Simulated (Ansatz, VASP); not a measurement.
# One calculation of Pb, two programs

```
Pb
1.0
     0.00000    3.71314    3.71314
     3.71314    0.00000    3.71314
     3.71314    3.71314    0.00000
Pb
2
Direct
  0.12500 0.12500 0.12500
  0.87500 0.87500 0.87500
```

Alike in both runs: task single point; functional BLYP; k mesh 9 × 9 × 9; occupations fermi-dirac, width 0.1 eV; no spin polarisation.

|  | VASP | Ansatz |
| --- | --- | --- |
| version | VASP 6.6.1 | Ansatz 0.2.0 |
| potentials or method | VASP PAW PBE potentials, release 64 (Pb_d), cutoff 520 eV | plane waves (420 eV) with PAW, scalar-relativistic |
| valence electrons in the cell | 28 | 28 |

```tsv
	VASP	Ansatz	Ansatz less VASP
pressure (GPa)	-1.3	-1.3	0.00
```

VASP's potentials were made for PBE, not for BLYP.

Neither program's run includes spin-orbit coupling.
